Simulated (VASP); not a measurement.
# Zr (P6_3/mmc) in VASP: notebook

Runs on Zr. Level: PBE. Tasks: single point, relaxation of cell and atoms.

Program: VASP 6.6.1. These are calculated values, not measurements. Logs are shortened: lines on timing, memory, paths and dates and some standing lists are left out, and cuts for length are marked.

## Step 1: The cell of the first run

The structure is hexagonal, space group P6_3/mmc (No. 194). Conventional cell: a = 3.233 Å, b = 3.233 Å, c = 5.170 Å, α = 90.00°, β = 90.00°, γ = 120.00°. Zr (site symmetry -6m2) has 12 Zr at 3.19 to 3.23 Å within 4.2 Å.

## Step 2: Single point, PBE

INCAR reads:

```
PREC = Accurate ; ENCUT = 520
EDIFF = 1E-7 ; ISMEAR = -1
SIGMA = 0.05 ; LREAL = F
LASPH = T ; NELM = 60
ALGO = Normal ; ISIF = 2
LWAVE = F ; LCHARG = T
GGA = PE ; LELF = T
LVHAR = T ; NBANDS = 19
```

KPOINTS reads:

```
regular mesh
0
Gamma
  18 18 10
```

POSCAR reads:

```
Zr
1.0
    3.2326073642      0.0000000000      0.0000000000
   -1.6163036821      2.7995200978      0.0000000000
    0.0000000000      0.0000000000      5.1695837248
Zr
2
Direct
    0.3333333333      0.6666666667      0.2500000000
    0.6666666667      0.3333333333      0.7500000000
```

Potentials or basis: VASP PAW PBE potentials, release 64 (Zr_sv).

Launch:

```
$ cat potpaw_PBE.64/Zr_sv/POTCAR > POTCAR
$ mpirun -np 1 vasp_std > vasp.out
```

OUTCAR:

```text
PREC = Accurate
   ENCUT = 520
   EDIFF = 1E-7
   ISMEAR = -1
   LREAL = F
   LASPH = T
   NELM = 60
   ISIF = 2
   GGA = PE

 ion  position               nearest neighbor table
   1  0.333  0.667  0.250-   2 3.19   2 3.19   2 3.19   2 3.19   2 3.19   2 3.19
   2  0.667  0.333  0.750-   1 3.19   1 3.19   1 3.19   1 3.19   1 3.19   1 3.19

  LATTYP: Found a hexagonal cell.
 ALAT       =     3.2326073642
 C/A-ratio  =     1.5991993900

  Lattice vectors:

 A1 = (   3.2326073642,   0.0000000000,   0.0000000000)
 A2 = (  -1.6163036821,   2.7995200978,   0.0000000000)
 A3 = (   0.0000000000,   0.0000000000,   5.1695837248)

Analysis of symmetry for initial positions (statically):
=====================================================================
 Subroutine PRICEL returns:
 Original cell was already a primitive cell.

 Routine SETGRP: Setting up the symmetry group for a
 hexagonal supercell.

 Subroutine GETGRP returns: Found 24 space group operations
 (whereof 12 operations were pure point group operations)
 out of a pool of 24 trial point group operations.

The static configuration has the point symmetry D_3d.
 The point group associated with its full space group is D_6h.

Analysis of symmetry for dynamics (positions and initial velocities):
=====================================================================
 Subroutine PRICEL returns:
 Original cell was already a primitive cell.

 Routine SETGRP: Setting up the symmetry group for a
 hexagonal supercell.

 Subroutine GETGRP returns: Found 24 space group operations
 (whereof 12 operations were pure point group operations)
 out of a pool of 24 trial point group operations.

The dynamic configuration has the point symmetry D_3d.
 The point group associated with its full space group is D_6h.

 Subroutine INISYM returns: Found 24 space group operations
 (whereof 12 operations are pure point group operations),
 and found     1 'primitive' translations

----------------------------------------------------------------------------------------

                                     Primitive cell

  volume of cell :      46.7834

  direct lattice vectors                    reciprocal lattice vectors
     3.232607364  0.000000000  0.000000000     0.309347807  0.178602040  0.000000000
    -1.616303682  2.799520098  0.000000000     0.000000000  0.357204080  0.000000000
     0.000000000  0.000000000  5.169583725     0.000000000  0.000000000  0.193439173

  length of vectors
     3.232607364  3.232607364  5.169583725     0.357204080  0.357204080  0.193439173

  position of ions in fractional coordinates (direct lattice)
     0.333333333  0.666666667  0.250000000
     0.666666667  0.333333333  0.750000000

  ion indices of the primitive-cell ions
   primitive index   ion index
                 1           1
                 2           2

----------------------------------------------------------------------------------------

 KPOINTS: regular mesh

Automatic generation of k-mesh.
 Grid dimensions read from file:
 generate k-points for:   18   18   10

 Generating k-lattice:

  Cartesian coordinates                     Fractional coordinates (reciprocal lattice)
     0.017185989  0.009922336  0.000000000     0.055555556 -0.000000000  0.000000000
     0.000000000  0.019844671  0.000000000     0.000000000  0.055555556  0.000000000
     0.000000000  0.000000000  0.019343917     0.000000000  0.000000000  0.100000000

  Length of vectors
     0.019844671  0.019844671  0.019343917

  Shift w.r.t. Gamma in fractional coordinates (k-lattice)
     0.000000000  0.000000000  0.000000000

 Subroutine IBZKPT returns following result:
 ===========================================

 Found    222 irreducible k-points:

 Following reciprocal coordinates:
            Coordinates               Weight
  0.000000  0.000000  0.000000      1.000000
  0.055556  0.000000  0.000000      6.000000
  0.111111  0.000000  0.000000      6.000000
  0.166667  0.000000  0.000000      6.000000
  0.222222  0.000000  0.000000      6.000000
  0.277778  0.000000  0.000000      6.000000
[... 16 lines left out ...]
  0.333333  0.111111  0.000000     12.000000
  0.388889  0.111111  0.000000     12.000000
 [... further k-points ...]
   k-points           NKPTS =    222   k-points in BZ     NKDIM =    222   number of bands    NBANDS=     19
   number of dos      NEDOS =    301   number of ions     NIONS =      2
   total plane-waves  NPLWV =  23040
   dimension x,y,z NGX =    24 NGY =   24 NGZ =   40
   dimension x,y,z NGXF=    48 NGYF=   48 NGZF=   80
   ions per type =               2
   NGX,Y,Z   is equivalent  to a cutoff of  12.34, 12.34, 12.86 a.u.
   NGXF,Y,Z  is equivalent  to a cutoff of  24.69, 24.69, 25.73 a.u.
 SYSTEM =  unknown system
   PREC   = accura    normal or accurate (medium, high low for compatibility)
   ISTART =      0    job   : 0-new  1-cont  2-samecut
   ICHARG =      2    charge: 1-file 2-atom 10-const
   ISPIN  =      1    spin polarized calculation?
   LNONCOLLINEAR =      F non collinear calculations
   LSORBIT =      F    spin-orbit coupling
   LASPH  =      T    aspherical Exc in radial PAW
   ENCUT  =  520.0 eV  38.22 Ry    6.18 a.u.   6.01  6.01  9.61*2*pi/ulx,y,z
   NELM   =     60;   NELMIN=  2; NELMDL= -5     # of ELM steps
   EDIFF  = 0.1E-06   stopping-criterion for ELM
   LREAL  =      F    real-space projection
   EDIFFG = 0.1E-05   stopping-criterion for IOM
   NSW    =      0    number of steps for IOM
   IBRION =     -1    ionic relax: 0-MD 1-quasi-New 2-CG
   NFREE  =      0    steps in history (QN), initial steepest desc. (CG)
   ISIF   =      2    stress and relaxation
   ISYM   =      2    0-nonsym 1-usesym 2-fastsym
   POTIM  = 0.5000    time-step for ionic-motion
   TEBEG  =    0.0;   TEEND  =   0.0 temperature during run
   PSTRESS=    0.0 pullay stress
   NELECT =      24.0000    total number of electrons
   NUPDOWN=      -1.0000    fix difference up-down
   EMIN   =  10.00;   EMAX   =-10.00  energy-range for DOS
   EFERMI =   0.00;   METHOD = LEGACY
   ISMEAR =    -1;   SIGMA  =   0.05  broadening in eV -4-tet -1-fermi 0-gaus
   EFERMI_NEDOS =   21; number of points for ismear=-14 and -15
   IALGO  =     38    algorithm
   IMIX   =      4    mixing-type and parameters
     AMIX     =   0.40;   BMIX     =  1.00
     AMIX_MAG =   1.60;   BMIX_MAG =  1.00
  volume/ion in A,a.u.               =      23.39       157.86
  Fermi-wavevector in a.u.,A,eV,Ry     =   1.310533  2.476548 23.367952  1.717496
  Thomas-Fermi vector in A             =   2.441056
   LORBIT       =      0    0 simple, 1 ext, 2 COOP (PROOUT), +10 PAW based schemes
   GGA     = PE    functional components
   LHFCALC =     F    Hartree Fock is set to
   AEXX    =    0.0000 exact exchange contribution
   IVDW    =     0    specifies the selected vdW correction
   LEPSILON=     F    determine dielectric tensor
   LRPA    =     F    only Hartree local field effects (RPA)
 non-spin polarized calculation
  energy-cutoff  :      520.00
  volume of cell :       46.78
 maximum number of plane-waves:      1284
   NGX = 13   NGY = 13   NGZ = 19

 number of electron      24.0000001 magnetization

 Free energy of the ion-electron system (eV)
  ---------------------------------------------------
  ext. energy  EPLUGINS =         0.00000000
  ---------------------------------------------------
  free energy    TOTEN  =       -17.04902356 eV

  energy without entropy =      -17.03171558  energy(sigma->0) =      -17.04036957

 E-fermi :   8.9426     XC(G=0): -11.0606

 val. band max:        8.9365241705   @ k =   0.3333   0.2778   0.3000
 cond. band min:       8.9444640860   @ k =   0.0000   0.0000   0.4000
 fundamental gap:      0.0079399155
 Fermi energy:         8.9426485005

 k-point     1 :       0.0000    0.0000    0.0000
  band No.  band energies     occupation
      1     -39.9051      2.00000
      2     -39.7561      2.00000
      3     -18.4157      2.00000
      4     -17.5586      2.00000
      5     -17.5586      2.00000
      6     -17.4326      2.00000
[... 11 lines left out ...]
     18      11.0977      0.00000
     19      13.3558      0.00000

 k-point     2 :       0.0556    0.0000    0.0000
  band No.  band energies     occupation
      1     -39.9016      2.00000
      2     -39.7546      2.00000
      3     -18.4064      2.00000
      4     -17.5796      2.00000
      5     -17.5655      2.00000
      6     -17.4440      2.00000
[... 11 lines left out ...]
     18      11.0198      0.00000
     19      13.4133      0.00000

 k-point     3 :       0.1111    0.0000    0.0000
  band No.  band energies     occupation
      1     -39.8915      2.00000
      2     -39.7503      2.00000
      3     -18.3789      2.00000
      4     -17.6400      2.00000
      5     -17.5850      2.00000
      6     -17.5061      2.00000
[... 11 lines left out ...]
     18      10.8179      0.00000
     19      13.5555      0.00000

 k-point     4 :       0.1667    0.0000    0.0000
  band No.  band energies     occupation
      1     -39.8757      2.00000
      2     -39.7441      2.00000
      3     -18.3351      2.00000
      4     -17.7325      2.00000
      5     -17.6139      2.00000
      6     -17.5991      2.00000
[... 11 lines left out ...]
     18      11.1483      0.00000
     19      13.7258      0.00000

 k-point     5 :       0.2222    0.0000    0.0000
  band No.  band energies     occupation
      1     -39.8557      2.00000
      2     -39.7369      2.00000
      3     -18.2776      2.00000
      4     -17.8457      2.00000
      5     -17.7097      2.00000
      6     -17.6482      2.00000
[... 11 lines left out ...]
     18      11.6301      0.00000
     19      13.8830      0.00000

 k-point     6 :       0.2778    0.0000    0.0000
  band No.  band energies     occupation
      1     -39.8334      2.00000
      2     -39.7302      2.00000
      3     -18.2103      2.00000
      4     -17.9659      2.00000
      5     -17.8236      2.00000
      6     -17.6837      2.00000
[... 11 lines left out ...]
     18      12.2050      0.00000
     19      14.0082      0.00000

 k-point     7 :       0.3333    0.0000    0.0000
  band No.  band energies     occupation
      1     -39.8111      2.00000
      2     -39.7252      2.00000
      3     -18.1382      2.00000
      4     -18.0783      2.00000
      5     -17.9276      2.00000
      6     -17.7162      2.00000
[... 11 lines left out ...]
     18      12.8303      0.00000
     19      14.0972      0.00000

 k-point     8 :       0.3889    0.0000    0.0000
  band No.  band energies     occupation
      1     -39.7913      2.00000
      2     -39.7226      2.00000
      3     -18.1693      2.00000
      4     -18.0688      2.00000
      5     -18.0105      2.00000
      6     -17.7422      2.00000
[... 256 lines left out ...]
 k-point    20 :       0.1667    0.1111    0.0000
  band No.  band energies     occupation
      1     -39.8477      2.00000
      2     -39.7343      2.00000
      3     -18.2539      2.00000
      4     -17.8528      2.00000
      5     -17.7943      2.00000
      6     -17.6309      2.00000
[... 11 lines left out ...]
     18      12.0382      0.00000
     19      13.8018      0.00000

 k-point    21 :       0.2222    0.1111    0.0000
  band No.  band energies     occupation
      1     -39.8264      2.00000
      2     -39.7284      2.00000
      3     -18.1882      2.00000
      4     -17.9615      2.00000
      5     -17.8773      2.00000
      6     -17.6837      2.00000
[... 11 lines left out ...]
     18      12.6947      0.00000
     19      13.8785      0.00000

 k-point    22 :       0.2778    0.1111    0.0000
  band No.  band energies     occupation
      1     -39.8050      2.00000
      2     -39.7240      2.00000
      3     -18.1176      2.00000
      4     -18.0661      2.00000
      5     -17.9502      2.00000
      6     -17.7341      2.00000
[... 11 lines left out ...]
     18      13.4112      0.00000
     19      13.9361      0.00000

 k-point    23 :       0.3333    0.1111    0.0000
  band No.  band energies     occupation
      1     -39.7858      2.00000
      2     -39.7222      2.00000
      3     -18.1509      2.00000
      4     -18.0487      2.00000
      5     -18.0087      2.00000
      6     -17.7747      2.00000
[... 11 lines left out ...]
     18      13.9727      0.00000
     19      14.1408      0.00000

 k-point    24 :       0.3889    0.1111    0.0000
  band No.  band energies     occupation
      1     -39.7717      2.00000
      2     -39.7226      2.00000
      3     -18.2059      2.00000
      4     -18.0467      2.00000
      5     -17.9930      2.00000
      6     -17.8008      2.00000
[... 11 lines left out ...]
     18      13.9920      0.00000
     19      14.7976      0.00000

 [... further k-points ...]
[... 5 lines left out ...]
  --------------------------------------------------------------------------------------
  -------------------------------------------------------------------------------------
  Total        0.0002426      0.0002426      0.0078941      0.0000000      0.0000000     -0.0000000
  in kB        0.0083075      0.0083075      0.2703471      0.0000000      0.0000000     -0.0000000
  external PRESSURE =       0.0956540 kB  Pullay stress =       0.0000000 kB

 VOLUME and BASIS-vectors are now :
 -----------------------------------------------------------------------------
  energy-cutoff  :      520.00
  volume of cell :       46.78
      direct lattice vectors                 reciprocal lattice vectors
     3.232607364  0.000000000  0.000000000     0.309347807  0.178602040  0.000000000
    -1.616303682  2.799520098  0.000000000     0.000000000  0.357204080  0.000000000
     0.000000000  0.000000000  5.169583725     0.000000000  0.000000000  0.193439173

 POSITION                                       TOTAL-FORCE (eV/Angst)
 -----------------------------------------------------------------------------------
     -0.00000      1.86635      1.29240         0.000000     -0.000000      0.000000
      1.61630      0.93317      3.87719        -0.000000      0.000000      0.000000
 -----------------------------------------------------------------------------------
    total drift:                                0.000000     -0.000000      0.000000

  FREE ENERGIE OF THE ION-ELECTRON SYSTEM (eV)
  ---------------------------------------------------
  free  energy   TOTEN  =       -17.0490235624 eV

  energy  without entropy=      -17.0317155818  energy(sigma->0) =      -17.04036957
```

Wall time 100 s (1 thread of Intel Xeon Platinum 8259CL at 2.50GHz (Skylake/Cascade Lake), shared host); peak memory 0.28 GiB.

Results:

```
Free energy            : -17.0490 eV
Pressure               : 0.0 GPa
Band gap on the k mesh : zero (bands 12 and 13 overlap by 1.20 eV)
```

(Part 1 of 2 ends here.)
